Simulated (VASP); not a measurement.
# Al2O (I4/mmm) in VASP: further runs

Runs on Al2O. Level: PBE. Tasks: single point, relaxation of cell and atoms.

Everything below comes from runs of VASP 6.6.1. Logs are shortened: lines on timing, memory, paths and dates and some standing lists are left out, and cuts for length are marked.

## Step 1: The cell of the first run

The structure is tetragonal, space group I4/mmm (No. 139). The conventional cell has a = 3.971 Å, b = 3.971 Å, c = 5.802 Å, α = 90.00°, β = 90.00°, γ = 90.00°. Al (site symmetry mmm) has 2 O at 1.99 Å within 2.6 Å. Within 2.6 Å of O (site symmetry 4/mmm) lie 4 Al at 1.99 Å.

## Step 2: Single point, PBE

Contents of INCAR:

```
SYSTEM = Al2O
PREC = Accurate
ENCUT = 520
EDIFF = 1E-6
ISMEAR = 0
SIGMA = 0.1
LREAL = .FALSE.
LASPH = .TRUE.
NELM = 100
ALGO = Normal
ISIF = 2
LWAVE = .FALSE.
LCHARG = .TRUE.
GGA = PE
LELF = .TRUE.
LVHAR = .TRUE.
NBANDS = 13
```

Contents of KPOINTS:

```
Automatic mesh
0
G
  16 16 16
  0 0 0
```

Contents of POSCAR:

```
Al2O
1.0
   -1.9856196155      1.9856196155      2.9011135771
    1.9856196155     -1.9856196155      2.9011135771
    1.9856196155      1.9856196155     -2.9011135771
Al O
2 1
Direct
    0.5000000000      0.0000000000      0.5000000000
    0.0000000000      0.5000000000      0.5000000000
    0.5000000000      0.5000000000      0.0000000000
```

Potentials or basis: VASP PAW PBE potentials, release 64 (Al, O).

Command:

```bash
cat potpaw_PBE.64/Al/POTCAR potpaw_PBE.64/O/POTCAR > POTCAR
mpirun -np 1 vasp_std > vasp.out
```

OUTCAR:

```text
SYSTEM = Al2O
   PREC = Accurate
   ENCUT = 520
   EDIFF = 1E-6
   ISMEAR = 0
   LREAL = .FALSE.
   LASPH = .TRUE.
   NELM = 100
   ISIF = 2
   GGA = PE

 ion  position               nearest neighbor table
   1  0.500  0.000  0.500-   3 1.99   3 1.99   2 2.81   2 2.81   2 2.81   2 2.81   2 2.90   2 2.90

   2  0.000  0.500  0.500-   3 1.99   3 1.99   1 2.81   1 2.81   1 2.81   1 2.81   1 2.90   1 2.90

   3  0.500  0.500  0.000-   1 1.99   2 1.99   1 1.99   2 1.99

  LATTYP: Found a body centered tetragonal cell.
 ALAT       =     3.9712392310
 C/A-ratio  =     1.4610621060

  Lattice vectors:

 A1 = (  -1.9856196155,   1.9856196155,   2.9011135771)
 A2 = (   1.9856196155,  -1.9856196155,   2.9011135771)
 A3 = (   1.9856196155,   1.9856196155,  -2.9011135771)

Analysis of symmetry for initial positions (statically):
=====================================================================
 Subroutine PRICEL returns:
 Original cell was already a primitive cell.

 Routine SETGRP: Setting up the symmetry group for a
 body centered tetragonal supercell.

 Subroutine GETGRP returns: Found 16 space group operations
 (whereof 16 operations were pure point group operations)
 out of a pool of 16 trial point group operations.

The static configuration has the point symmetry D_4h.

Analysis of symmetry for dynamics (positions and initial velocities):
=====================================================================
 Subroutine PRICEL returns:
 Original cell was already a primitive cell.

 Routine SETGRP: Setting up the symmetry group for a
 body centered tetragonal supercell.

 Subroutine GETGRP returns: Found 16 space group operations
 (whereof 16 operations were pure point group operations)
 out of a pool of 16 trial point group operations.

The dynamic configuration has the point symmetry D_4h.

 Subroutine INISYM returns: Found 16 space group operations
 (whereof 16 operations are pure point group operations),
 and found     1 'primitive' translations

----------------------------------------------------------------------------------------

                                     Primitive cell

  volume of cell :      45.7527

  direct lattice vectors                    reciprocal lattice vectors
    -1.985619616  1.985619616  2.901113577     0.000000000  0.251810566  0.172347613
     1.985619616 -1.985619616  2.901113577     0.251810566  0.000000000  0.172347613
     1.985619616  1.985619616 -2.901113577     0.251810566  0.251810566  0.000000000

  length of vectors
     4.037552539  4.037552539  4.037552539     0.305143017  0.305143017  0.356113918

  position of ions in fractional coordinates (direct lattice)
     0.500000000  0.000000000  0.500000000
     0.000000000  0.500000000  0.500000000
     0.500000000  0.500000000  0.000000000

  ion indices of the primitive-cell ions
   primitive index   ion index
                 1           1
                 2           2
                 3           3

----------------------------------------------------------------------------------------

 KPOINTS: Automatic mesh

Automatic generation of k-mesh.
 Grid dimensions read from file:
 generate k-points for:   16   16   16

 Generating k-lattice:

  Cartesian coordinates                     Fractional coordinates (reciprocal lattice)
     0.000000000  0.015738160  0.010771726     0.062500000  0.000000000 -0.000000000
     0.015738160  0.000000000  0.010771726     0.000000000  0.062500000 -0.000000000
     0.015738160  0.015738160  0.000000000     0.000000000  0.000000000  0.062500000

  Length of vectors
     0.019071439  0.019071439  0.022257120

  Shift w.r.t. Gamma in fractional coordinates (k-lattice)
     0.000000000  0.000000000  0.000000000

 Subroutine IBZKPT returns following result:
 ===========================================

 Found    349 irreducible k-points:

 Following reciprocal coordinates:
            Coordinates               Weight
  0.000000  0.000000  0.000000      1.000000
  0.062500  0.000000  0.000000      8.000000
  0.125000  0.000000  0.000000      8.000000
  0.187500  0.000000  0.000000      8.000000
  0.250000  0.000000  0.000000      8.000000
  0.312500  0.000000  0.000000      8.000000
[... 16 lines left out ...]
 -0.125000  0.062500  0.000000     16.000000
 -0.062500  0.062500  0.000000      4.000000
 [... further k-points ...]
   k-points           NKPTS =    349   k-points in BZ     NKDIM =    349   number of bands    NBANDS=     13
   number of dos      NEDOS =    301   number of ions     NIONS =      3
   total plane-waves  NPLWV =  27000
   dimension x,y,z NGX =    30 NGY =   30 NGZ =   30
   dimension x,y,z NGXF=    60 NGYF=   60 NGZF=   60
   ions per type =               2   1
   NGX,Y,Z   is equivalent  to a cutoff of  12.35, 12.35, 12.35 a.u.
   NGXF,Y,Z  is equivalent  to a cutoff of  24.70, 24.70, 24.70 a.u.
 SYSTEM =  Al2O
   PREC   = accura    normal or accurate (medium, high low for compatibility)
   ISTART =      0    job   : 0-new  1-cont  2-samecut
   ICHARG =      2    charge: 1-file 2-atom 10-const
   ISPIN  =      1    spin polarized calculation?
   LNONCOLLINEAR =      F non collinear calculations
   LSORBIT =      F    spin-orbit coupling
   LASPH  =      T    aspherical Exc in radial PAW
   ENCUT  =  520.0 eV  38.22 Ry    6.18 a.u.   7.51  7.51  7.51*2*pi/ulx,y,z
   NELM   =    100;   NELMIN=  2; NELMDL= -5     # of ELM steps
   EDIFF  = 0.1E-05   stopping-criterion for ELM
   LREAL  =      F    real-space projection
   EDIFFG = 0.1E-04   stopping-criterion for IOM
   NSW    =      0    number of steps for IOM
   IBRION =     -1    ionic relax: 0-MD 1-quasi-New 2-CG
   NFREE  =      0    steps in history (QN), initial steepest desc. (CG)
   ISIF   =      2    stress and relaxation
   ISYM   =      2    0-nonsym 1-usesym 2-fastsym
   POTIM  = 0.5000    time-step for ionic-motion
   TEBEG  =    0.0;   TEEND  =   0.0 temperature during run
   PSTRESS=    0.0 pullay stress
   NELECT =      12.0000    total number of electrons
   NUPDOWN=      -1.0000    fix difference up-down
   EMIN   =  10.00;   EMAX   =-10.00  energy-range for DOS
   EFERMI =   0.00;   METHOD = LEGACY
   ISMEAR =     0;   SIGMA  =   0.10  broadening in eV -4-tet -1-fermi 0-gaus
   EFERMI_NEDOS =   21; number of points for ismear=-14 and -15
   IALGO  =     38    algorithm
   IMIX   =      4    mixing-type and parameters
     AMIX     =   0.40;   BMIX     =  1.00
     AMIX_MAG =   1.60;   BMIX_MAG =  1.00
  volume/ion in A,a.u.               =      15.25       102.92
  Fermi-wavevector in a.u.,A,eV,Ry     =   1.047924  1.980289 14.941155  1.098144
  Thomas-Fermi vector in A             =   2.182824
   LORBIT       =      0    0 simple, 1 ext, 2 COOP (PROOUT), +10 PAW based schemes
   GGA     = PE    functional components
   LHFCALC =     F    Hartree Fock is set to
   AEXX    =    0.0000 exact exchange contribution
   IVDW    =     0    specifies the selected vdW correction
   LEPSILON=     F    determine dielectric tensor
   LRPA    =     F    only Hartree local field effects (RPA)
 non-spin polarized calculation
 Gauss-broadening in eV      SIGMA  =   0.10
  energy-cutoff  :      520.00
  volume of cell :       45.75
 maximum number of plane-waves:      1263
   NGX = 15   NGY = 15   NGZ = 15

 number of electron      12.0000005 magnetization

 Free energy of the ion-electron system (eV)
  ---------------------------------------------------
  ext. energy  EPLUGINS =         0.00000000
  ---------------------------------------------------
  free energy    TOTEN  =       -14.21037099 eV

  energy without entropy =      -14.20172736  energy(sigma->0) =      -14.20604917

 E-fermi :   5.9029     XC(G=0):  -9.8223

 val. band max:        5.9015434622   @ k =  -0.3750   0.3750   0.1875
 cond. band min:       5.9085089025   @ k =  -0.3125   0.4375   0.0625
 fundamental gap:      0.0069654403
 Fermi energy:         5.9029018312

 k-point     1 :       0.0000    0.0000    0.0000
  band No.  band energies     occupation
      1     -14.0870      2.00000
      2      -0.4266      2.00000
      3      -0.3787      2.00000
      4      -0.3787      2.00000
      5       1.9325      2.00000
      6       8.5068      0.00000
      7      10.4783      0.00000
      8      11.0987      0.00000
      9      11.0987      0.00000
     10      11.1374      0.00000
     11      11.1374      0.00000
     12      12.5740      0.00000
     13      13.0623      0.00000

 k-point     2 :       0.0625    0.0000    0.0000
  band No.  band energies     occupation
      1     -14.0793      2.00000
      2      -0.8219      2.00000
      3      -0.3824      2.00000
      4       0.0253      2.00000
      5       1.9423      2.00000
      6       8.2274      0.00000
      7      10.3187      0.00000
      8      10.6868      0.00000
      9      10.9015      0.00000
     10      11.3904      0.00000
     11      11.6213      0.00000
     12      12.4288      0.00000
     13      13.3440      0.00000

 k-point     3 :       0.1250    0.0000    0.0000
  band No.  band energies     occupation
      1     -14.0571      2.00000
      2      -1.2137      2.00000
      3      -0.3930      2.00000
      4       0.4338      2.00000
      5       1.9805      2.00000
      6       7.6245      0.00000
      7       9.9081      0.00000
      8      10.1455      0.00000
      9      10.7872      0.00000
     10      11.6549      0.00000
     11      12.2997      0.00000
     12      12.4177      0.00000
     13      13.9752      0.00000

 k-point     4 :       0.1875    0.0000    0.0000
  band No.  band energies     occupation
      1     -14.0237      2.00000
      2      -1.5674      2.00000
      3      -0.4084      2.00000
      4       0.7819      2.00000
      5       2.0728      2.00000
      6       6.9602      0.00000
      7       9.4626      0.00000
      8       9.6100      0.00000
      9      10.6171      0.00000
     10      12.0064      0.00000
     11      12.3488      0.00000
     12      13.3292      0.00000
     13      14.7029      0.00000

 k-point     5 :       0.2500    0.0000    0.0000
  band No.  band energies     occupation
      1     -13.9837      2.00000
      2      -1.8728      2.00000
      3      -0.4260      2.00000
      4       1.0252      2.00000
      5       2.2452      2.00000
      6       6.3430      0.00000
      7       9.1040      0.00000
      8       9.1377      0.00000
      9      10.3696      0.00000
     10      12.4533      0.00000
     11      12.5536      0.00000
     12      14.1673      0.00000
     13      15.3929      0.00000
[... 257 lines left out ...]
 k-point    22 :      -0.1875    0.0625   -0.0000
  band No.  band energies     occupation
      1     -14.0258      2.00000
      2      -1.5831      2.00000
      3      -0.4507      2.00000
      4       0.9663      2.00000
      5       1.9501      2.00000
      6       7.1349      0.00000
      7       8.8906      0.00000
      8       9.8384      0.00000
      9      11.1403      0.00000
     10      11.6114      0.00000
     11      12.9258      0.00000
     12      13.1725      0.00000
     13      14.5198      0.00000

 k-point    23 :      -0.1250    0.0625    0.0000
  band No.  band energies     occupation
      1     -14.0565      2.00000
      2      -1.2656      2.00000
      3      -0.4342      2.00000
      4       0.6099      2.00000
      5       1.9039      2.00000
      6       7.7324      0.00000
      7       9.5354      0.00000
      8      10.0605      0.00000
      9      11.1472      0.00000
     10      11.5381      0.00000
     11      12.3631      0.00000
     12      12.8676      0.00000
     13      13.9354      0.00000

 k-point    24 :      -0.0625    0.0625    0.0000
  band No.  band energies     occupation
      1     -14.0752      2.00000
      2      -0.9644      2.00000
      3      -0.4118      2.00000
      4       0.2389      2.00000
      5       1.9110      2.00000
      6       8.1746      0.00000
      7      10.1531      0.00000
      8      10.3033      0.00000
      9      11.0600      0.00000
     10      11.5943      0.00000
     11      11.6072      0.00000
     12      12.7909      0.00000
     13      13.5881      0.00000

 [... further k-points ...]
[... 5 lines left out ...]
  --------------------------------------------------------------------------------------
  -------------------------------------------------------------------------------------
  Total       -0.0058839     -0.0058839     -0.0320694      0.0000000      0.0000000      0.0000000
  in kB       -0.2060441     -0.2060441     -1.1230141      0.0000000      0.0000000      0.0000000
  external PRESSURE =      -0.5117008 kB  Pullay stress =       0.0000000 kB

 VOLUME and BASIS-vectors are now :
 -----------------------------------------------------------------------------
  energy-cutoff  :      520.00
  volume of cell :       45.75
      direct lattice vectors                 reciprocal lattice vectors
    -1.985619616  1.985619616  2.901113577     0.000000000  0.251810566  0.172347613
     1.985619616 -1.985619616  2.901113577     0.251810566  0.000000000  0.172347613
     1.985619616  1.985619616 -2.901113577     0.251810566  0.251810566  0.000000000

 POSITION                                       TOTAL-FORCE (eV/Angst)
 -----------------------------------------------------------------------------------
      0.00000      1.98562      0.00000         0.000000      0.000000     -0.000000
      1.98562      0.00000      0.00000         0.000000      0.000000     -0.000000
      0.00000      0.00000      2.90111        -0.000000     -0.000000      0.000000
 -----------------------------------------------------------------------------------
    total drift:                                0.000000     -0.000000      0.000000

  FREE ENERGIE OF THE ION-ELECTRON SYSTEM (eV)
  ---------------------------------------------------
  free  energy   TOTEN  =       -14.2103709852 eV

  energy  without entropy=      -14.2017273612  energy(sigma->0) =      -14.20604917
```

It took 82 s on 1 thread of Intel Xeon 6975P-C (Granite Rapids), shared host; peak memory 0.3 GiB.

Results:

| Property | Result |
| --- | --- |
| Free energy | -14.2104 eV |
| Pressure | -0.1 GPa |
| Band gap on the k mesh | zero (band 6 reaches 8.51 eV, above the bottom of band 7 at 5.54 eV) |

Stress tensor (GPa, compression positive):
```
-0.02  0.00  0.00
 0.00 -0.02  0.00
 0.00  0.00 -0.11
```

Levels at points of the mesh, in eV from the Fermi level:
```tsv
k point	band 2	band 3	band 4	band 5	band 6	band 7	band 8	band 9	band 10	band 11
(0.00, 0.00, 0.00)	-6.33	-6.28	-6.28	-3.97	2.60	4.58	5.20	5.20	5.23	5.23
(0.50, 0.00, 0.00)	-8.36	-6.37	-4.65	-2.96	-0.82	2.34	2.87	3.66	7.44	8.18
(0.50, 0.50, 0.00)	-8.30	-7.08	-4.52	-2.67	-0.62	-0.07	3.50	5.08	5.53	10.11
(0.50, 0.50, 0.50)	-6.76	-6.76	-6.32	-3.16	-0.71	0.58	3.55	3.55	9.04	9.09
```

## Step 3: Single point, PBE

Contents of INCAR:

```
SYSTEM = Al2O
ALGO = Normal
EDIFF = 1E-6
ENCUT = 520
GGA = PE
ISIF = 2
ISMEAR = 0
LASPH = .TRUE.
LCHARG = .FALSE.
LREAL = .FALSE.
LWAVE = .FALSE.
NBANDS = 13
NELM = 100
PREC = Accurate
SIGMA = 0.1
```

Contents of KPOINTS:

```
k-points
0
G
  16 16 16
  0 0 0
```

POSCAR is that of step 2.

Potentials or basis: VASP PAW PBE potentials, release 64 (Al, O).

Command:

```bash
cat potpaw_PBE.64/Al/POTCAR potpaw_PBE.64/O/POTCAR > POTCAR
mpirun -np 1 vasp_std > vasp.out
```

It took 85 s on 1 thread of Intel Xeon 6975P-C (Granite Rapids), shared host; peak memory 0.3 GiB.

It converged, with:

| Property | Result |
| --- | --- |
| Free energy | -14.2104 eV |
| Pressure | -0.1 GPa |
| Band gap on the k mesh | zero (band 6 reaches 8.51 eV, above the bottom of band 7 at 5.54 eV) |

Stress tensor (GPa, compression positive):
```
-0.02  0.00  0.00
 0.00 -0.02  0.00
 0.00  0.00 -0.11
```

Levels at points of the mesh, in eV from the Fermi level:
| k point | band 4 | band 5 | band 6 | band 7 | band 8 | band 9 |
| --- | --- | --- | --- | --- | --- | --- |
| (0.00, 0.00, 0.00) | -6.28 | -3.97 | 2.60 | 4.58 | 5.20 | 5.20 |
| (0.50, 0.00, 0.00) | -4.65 | -2.96 | -0.82 | 2.34 | 2.87 | 3.66 |
| (0.50, 0.50, 0.00) | -4.52 | -2.67 | -0.62 | -0.07 | 3.50 | 5.08 |
| (0.50, 0.50, 0.50) | -6.32 | -3.16 | -0.71 | 0.58 | 3.55 | 3.55 |

## Step 4: Relaxation of cell and atoms, PBE

This run uses another cell than the first one, of 15.29 Å³/atom, 1.002 times its volume.

Contents of INCAR:

```
  PREC = Accurate
  ENCUT = 600
  EDIFF = 1E-7
  ISMEAR = 0
  SIGMA = 0.1
  LREAL = F
  LASPH = T
  NELM = 100
  ALGO = Normal
  ISIF = 3
  LWAVE = F
  LCHARG = F
  GGA = PE
  IBRION = 2
  NSW = 100
  EDIFFG = -0.01
```

Contents of KPOINTS:

```
Automatic mesh
0
Gamma
  16 16 16
```

Contents of POSCAR:

```
Al2O
1.0
   -1.9867192550      1.9867192550      2.9044435346
    1.9867192550     -1.9867192550      2.9044435346
    1.9867192550      1.9867192550     -2.9044435346
Al O
2 1
Direct
    0.5000000000      0.0000000000      0.5000000000
    0.0000000000      0.5000000000      0.5000000000
    0.5000000000      0.5000000000      0.0000000000
```

Command:

```bash
cat potpaw_PBE.64/Al/POTCAR potpaw_PBE.64/O/POTCAR > POTCAR
mpirun -np 1 vasp_std > vasp.out
```

Run time: 91 s. Hardware: 1 thread of Intel Xeon 6975P-C (Granite Rapids), shared host; peak memory 0.32 GiB.

It converged, with:

- Free energy: -14.2134 eV
- Relaxed volume: 15.22 Å³/atom
- Relaxed cell: a = 4.035 Å, b = 4.035 Å, c = 4.035 Å, α = 121.09°, β = 121.09°, γ = 88.12°
- Space group after relaxing (to 0.05 Å): I4/mmm (No. 139)
- Energy gained by relaxing: 0.1 meV/atom
- Ionic steps: 2
- Pressure after relaxing: 0.0 GPa
- Band gap on the k mesh: zero (band 6 reaches 8.53 eV, above the bottom of band 7 at 5.56 eV)

Stress tensor (GPa, compression positive):
```
 0.08  0.00  0.00
 0.00  0.08  0.00
 0.00  0.00 -0.09
```

Step by step:
```
step  energy change (eV)  largest force (eV/Å)  pressure (GPa)  volume (Å³)
   1              0.0000                0.0000           -0.30        45.86
   2             -0.0002                0.0000            0.03        45.66
```

Final structure:
```yaml
crystal:
  lattice:
    - [-1.98418, 1.98418, 2.89969]
    - [1.98418, -1.98418, 2.89969]
    - [1.98418, 1.98418, -2.89969]
  atoms:
    - { symbol: Al, position: [0.50000, 0.00000, 0.50000] }
    - { symbol: Al, position: [0.00000, 0.50000, 0.50000] }
    - { symbol: O, position: [0.50000, 0.50000, 0.00000] }
```

Levels at points of the mesh, in eV from the Fermi level:
```tsv
k point	band 2	band 3	band 4	band 5	band 6	band 7	band 8	band 9	band 10
(0.00, 0.00, 0.00)	-6.33	-6.30	-6.30	-3.98	2.61	4.60	5.20	5.20	5.23
(0.50, 0.00, 0.00)	-8.38	-6.39	-4.66	-2.96	-0.83	2.34	2.88	3.66	7.45
(0.50, 0.50, 0.00)	-8.32	-7.09	-4.53	-2.68	-0.62	-0.07	3.51	5.08	5.55
(0.50, 0.50, 0.50)	-6.78	-6.78	-6.33	-3.17	-0.71	0.58	3.55	3.55	9.05
```
